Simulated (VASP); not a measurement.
# Be (P6_3/mmc) in VASP: further runs

Be is run at these levels: PBEsol; tasks: single point.

Everything below comes from runs of VASP 6.6.1. Logs are shortened: lines on timing, memory, paths and dates and some standing lists are left out, and cuts for length are marked.

## Step 1: The cell of the first run

Symmetry: P6_3/mmc, No. 194, hexagonal system. Conventional cell: a = 2.231 Å, b = 2.231 Å, c = 3.503 Å, α = 90.00°, β = 90.00°, γ = 120.00°. Within 2.9 Å of Be (site symmetry -6m2) lie 12 Be at 2.17 to 2.23 Å.

## Step 2: Single point, PBEsol

The input, INCAR:

```
PREC = Accurate
ENCUT = 520
EDIFF = 1E-7
ISMEAR = -1
SIGMA = 0.05
LREAL = F
LASPH = T
NELM = 80
ALGO = Normal
ISIF = 2
LWAVE = F
LCHARG = T
GGA = PS
LELF = T
LVHAR = T
NBANDS = 9
```

The input, KPOINTS:

```
Automatic mesh
0
Gamma
  13 13 8
```

The input, POSCAR:

```
Be
1.0
    2.2314140768      0.0000000000      0.0000000000
   -1.1157070384      1.9324612769      0.0000000000
    0.0000000000      0.0000000000      3.5032107429
Be
2
Direct
    0.6666666667      0.3333333333      0.7500000000
    0.3333333333      0.6666666667      0.2500000000
```

Potentials or basis: VASP PAW PBE potentials, release 64 (Be).

Run with:

```bash
cat potpaw_PBE.64/Be/POTCAR > POTCAR
mpirun -np 1 vasp_std > vasp.out
```

OUTCAR:

```text
PREC = Accurate
   ENCUT = 520
   EDIFF = 1E-7
   ISMEAR = -1
   LREAL = F
   LASPH = T
   NELM = 80
   ISIF = 2
   GGA = PS

 ion  position               nearest neighbor table
   1  0.667  0.333  0.750-   2 2.17   2 2.17   2 2.17   2 2.17   2 2.17   2 2.17
   2  0.333  0.667  0.250-   1 2.17   1 2.17   1 2.17   1 2.17   1 2.17   1 2.17

  LATTYP: Found a hexagonal cell.
 ALAT       =     2.2314140768
 C/A-ratio  =     1.5699509918

  Lattice vectors:

 A1 = (   2.2314140768,   0.0000000000,   0.0000000000)
 A2 = (  -1.1157070384,   1.9324612769,   0.0000000000)
 A3 = (   0.0000000000,   0.0000000000,   3.5032107429)

Analysis of symmetry for initial positions (statically):
=====================================================================
 Subroutine PRICEL returns:
 Original cell was already a primitive cell.

 Routine SETGRP: Setting up the symmetry group for a
 hexagonal supercell.

 Subroutine GETGRP returns: Found 24 space group operations
 (whereof 12 operations were pure point group operations)
 out of a pool of 24 trial point group operations.

The static configuration has the point symmetry D_3d.
 The point group associated with its full space group is D_6h.

Analysis of symmetry for dynamics (positions and initial velocities):
=====================================================================
 Subroutine PRICEL returns:
 Original cell was already a primitive cell.

 Routine SETGRP: Setting up the symmetry group for a
 hexagonal supercell.

 Subroutine GETGRP returns: Found 24 space group operations
 (whereof 12 operations were pure point group operations)
 out of a pool of 24 trial point group operations.

The dynamic configuration has the point symmetry D_3d.
 The point group associated with its full space group is D_6h.

 Subroutine INISYM returns: Found 24 space group operations
 (whereof 12 operations are pure point group operations),
 and found     1 'primitive' translations

----------------------------------------------------------------------------------------

                                     Primitive cell

  volume of cell :      15.1063

  direct lattice vectors                    reciprocal lattice vectors
     2.231414077  0.000000000  0.000000000     0.448146317  0.258737397  0.000000000
    -1.115707038  1.932461277  0.000000000     0.000000000  0.517474793  0.000000000
     0.000000000  0.000000000  3.503210743     0.000000000  0.000000000  0.285452424

  length of vectors
     2.231414077  2.231414077  3.503210743     0.517474793  0.517474793  0.285452424

  position of ions in fractional coordinates (direct lattice)
     0.666666667  0.333333333  0.750000000
     0.333333333  0.666666667  0.250000000

  ion indices of the primitive-cell ions
   primitive index   ion index
                 1           1
                 2           2

----------------------------------------------------------------------------------------

 KPOINTS: Automatic mesh

Automatic generation of k-mesh.
 Grid dimensions read from file:
 generate k-points for:   13   13    8

 Generating k-lattice:

  Cartesian coordinates                     Fractional coordinates (reciprocal lattice)
     0.034472794  0.019902877  0.000000000     0.076923077  0.000000000  0.000000000
     0.000000000  0.039805753  0.000000000     0.000000000  0.076923077  0.000000000
     0.000000000  0.000000000  0.035681553     0.000000000  0.000000000  0.125000000

  Length of vectors
     0.039805753  0.039805753  0.035681553

  Shift w.r.t. Gamma in fractional coordinates (k-lattice)
     0.000000000  0.000000000  0.000000000

 Subroutine IBZKPT returns following result:
 ===========================================

 Found    105 irreducible k-points:

 Following reciprocal coordinates:
            Coordinates               Weight
  0.000000  0.000000  0.000000      1.000000
  0.076923 -0.000000  0.000000      6.000000
  0.153846  0.000000  0.000000      6.000000
  0.230769  0.000000  0.000000      6.000000
  0.307692  0.000000  0.000000      6.000000
  0.384615  0.000000  0.000000      6.000000
[... 16 lines left out ...]
  0.076923 -0.000000  0.125000     12.000000
  0.153846  0.000000  0.125000     12.000000
 [... further k-points ...]
   k-points           NKPTS =    105   k-points in BZ     NKDIM =    105   number of bands    NBANDS=      9
   number of dos      NEDOS =    301   number of ions     NIONS =      2
   total plane-waves  NPLWV =   9072
   dimension x,y,z NGX =    18 NGY =   18 NGZ =   28
   dimension x,y,z NGXF=    36 NGYF=   36 NGZF=   56
   ions per type =               2
   NGX,Y,Z   is equivalent  to a cutoff of  13.41, 13.41, 13.29 a.u.
   NGXF,Y,Z  is equivalent  to a cutoff of  26.82, 26.82, 26.57 a.u.
 SYSTEM =  unknown system
   PREC   = accura    normal or accurate (medium, high low for compatibility)
   ISTART =      0    job   : 0-new  1-cont  2-samecut
   ICHARG =      2    charge: 1-file 2-atom 10-const
   ISPIN  =      1    spin polarized calculation?
   LNONCOLLINEAR =      F non collinear calculations
   LSORBIT =      F    spin-orbit coupling
   LASPH  =      T    aspherical Exc in radial PAW
   ENCUT  =  520.0 eV  38.22 Ry    6.18 a.u.   4.15  4.15  6.51*2*pi/ulx,y,z
   NELM   =     80;   NELMIN=  2; NELMDL= -5     # of ELM steps
   EDIFF  = 0.1E-06   stopping-criterion for ELM
   LREAL  =      F    real-space projection
   EDIFFG = 0.1E-05   stopping-criterion for IOM
   NSW    =      0    number of steps for IOM
   IBRION =     -1    ionic relax: 0-MD 1-quasi-New 2-CG
   NFREE  =      0    steps in history (QN), initial steepest desc. (CG)
   ISIF   =      2    stress and relaxation
   ISYM   =      2    0-nonsym 1-usesym 2-fastsym
   POTIM  = 0.5000    time-step for ionic-motion
   TEBEG  =    0.0;   TEEND  =   0.0 temperature during run
   PSTRESS=    0.0 pullay stress
   NELECT =       4.0000    total number of electrons
   NUPDOWN=      -1.0000    fix difference up-down
   EMIN   =  10.00;   EMAX   =-10.00  energy-range for DOS
[... 5 lines left out ...]
     AMIX     =   0.40;   BMIX     =  1.00
     AMIX_MAG =   1.60;   BMIX_MAG =  1.00
  volume/ion in A,a.u.               =       7.55        50.97
  Fermi-wavevector in a.u.,A,eV,Ry     =   1.051257  1.986589 15.036373  1.105142
  Thomas-Fermi vector in A             =   2.186293
   LORBIT       =      0    0 simple, 1 ext, 2 COOP (PROOUT), +10 PAW based schemes
   GGA     = PS    functional components
   LHFCALC =     F    Hartree Fock is set to
   AEXX    =    0.0000 exact exchange contribution
   IVDW    =     0    specifies the selected vdW correction
   LEPSILON=     F    determine dielectric tensor
   LRPA    =     F    only Hartree local field effects (RPA)
 non-spin polarized calculation
  energy-cutoff  :      520.00
  volume of cell :       15.11
 maximum number of plane-waves:       420
 NGX is ok and might be reduce to    18
   NGX =  9   NGY =  9   NGZ = 13

 number of electron       4.0000000 magnetization

 Free energy of the ion-electron system (eV)
  ---------------------------------------------------
  ext. energy  EPLUGINS =         0.00000000
  ---------------------------------------------------
  free energy    TOTEN  =        -7.98343835 eV

  energy without entropy =       -7.98250038  energy(sigma->0) =       -7.98296936

 E-fermi :   7.2041     XC(G=0): -10.7587

 val. band max:        7.1135792854   @ k =   0.2308   0.1538   0.0000
 cond. band min:       7.2951632319   @ k =   0.3077   0.1538   0.0000
 fundamental gap:      0.1815839466
 Fermi energy:         7.2041496181

 k-point     1 :       0.0000    0.0000    0.0000
  band No.  band energies     occupation
      1      -4.1999      2.00000
      2       2.7968      2.00000
      3       8.7320      0.00000
      4      23.9064      0.00000
      5      23.9064      0.00000
      6      26.8611      0.00000
      7      26.8611      0.00000
      8      29.1768      0.00000
      9      35.2224      0.00000

 k-point     2 :       0.0769   -0.0000    0.0000
  band No.  band energies     occupation
      1      -4.0279      2.00000
      2       3.0266      2.00000
      3       8.7726      0.00000
      4      22.5154      0.00000
      5      22.8979      0.00000
      6      26.8888      0.00000
      7      27.3580      0.00000
      8      28.8177      0.00000
      9      32.9512      0.00000

 k-point     3 :       0.1538    0.0000    0.0000
  band No.  band energies     occupation
      1      -3.5112      2.00000
      2       3.7146      2.00000
      3       8.8672      0.00000
      4      19.5543      0.00000
      5      21.2000      0.00000
      6      26.7153      0.00000
      7      27.4344      0.00000
      8      27.4498      0.00000
      9      29.8271      0.00000

 k-point     4 :       0.2308    0.0000    0.0000
  band No.  band energies     occupation
      1      -2.6491      2.00000
      2       4.8559      2.00000
      3       8.8700      0.00000
      4      16.5060      0.00000
      5      19.6348      0.00000
      6      24.6700      0.00000
      7      25.1869      0.00000
      8      26.8140      0.00000
      9      28.0271      0.00000
[... 205 lines left out ...]
 k-point    22 :       0.0000    0.0000    0.1250
  band No.  band energies     occupation
      1      -4.0620      2.00000
      2       2.0596      2.00000
      3       9.7979      0.00000
      4      24.0353      0.00000
      5      24.0353      0.00000
      6      26.8187      0.00000
      7      26.8187      0.00000
      8      28.1064      0.00000
      9      36.0154      0.00000

 k-point    23 :       0.0769   -0.0000    0.1250
  band No.  band energies     occupation
      1      -3.8898      2.00000
      2       2.2700      2.00000
      3       9.8560      0.00000
      4      22.6518      0.00000
      5      23.0428      0.00000
      6      26.6925      0.00000
      7      27.1957      0.00000
      8      27.9821      0.00000
      9      32.9029      0.00000

 k-point    24 :       0.1538    0.0000    0.1250
  band No.  band energies     occupation
      1      -3.3727      2.00000
      2       2.8945      2.00000
      3      10.0053      0.00000
      4      19.6861      0.00000
      5      21.3601      0.00000
      6      26.1028      0.00000
      7      26.9098      0.00000
      8      27.0611      0.00000
      9      30.1165      0.00000

 [... further k-points ...]
[... 5 lines left out ...]
  --------------------------------------------------------------------------------------
  -------------------------------------------------------------------------------------
  Total        0.5063059      0.5063059      0.5164838      0.0000000      0.0000000      0.0000000
  in kB       53.6990220     53.6990220     54.7784860      0.0000000      0.0000000      0.0000000
  external PRESSURE =      54.0588433 kB  Pullay stress =       0.0000000 kB

 VOLUME and BASIS-vectors are now :
 -----------------------------------------------------------------------------
  energy-cutoff  :      520.00
  volume of cell :       15.11
      direct lattice vectors                 reciprocal lattice vectors
     2.231414077  0.000000000  0.000000000     0.448146317  0.258737397  0.000000000
    -1.115707038  1.932461277  0.000000000     0.000000000  0.517474793  0.000000000
     0.000000000  0.000000000  3.503210743     0.000000000  0.000000000  0.285452424

 POSITION                                       TOTAL-FORCE (eV/Angst)
 -----------------------------------------------------------------------------------
      1.11571      0.64415      2.62741        -0.000000      0.000000      0.000000
     -0.00000      1.28831      0.87580         0.000000     -0.000000      0.000000
 -----------------------------------------------------------------------------------
    total drift:                                0.000000     -0.000000      0.000000

  FREE ENERGIE OF THE ION-ELECTRON SYSTEM (eV)
  ---------------------------------------------------
  free  energy   TOTEN  =        -7.9834383504 eV

  energy  without entropy=       -7.9825003753  energy(sigma->0) =       -7.98296936
```

It took 16 s on 1 thread of Intel Xeon 8259CL, shared host; peak memory 0.13 GiB.

Results:

| Quantity | Value |
| --- | --- |
| Free energy | -7.9834 eV |
| Pressure | 5.4 GPa |
| Band gap on the k mesh | zero (band 2 reaches 8.50 eV, above the bottom of band 3 at 6.85 eV) |

Levels at points of the mesh, in eV from the Fermi level:
```csv
k point,band 1,band 2,band 3,band 4,band 5
"(0.00, 0.00, 0.00)",-11.40,-4.41,1.53,16.70,16.70
"(0.00, 0.00, 0.50)",-9.20,-9.20,11.38,11.38,18.43
```

Caveat: the PAW data sets were made with another functional, which shifts forces and pressure a little.

(Continued in part 2 of 2.)
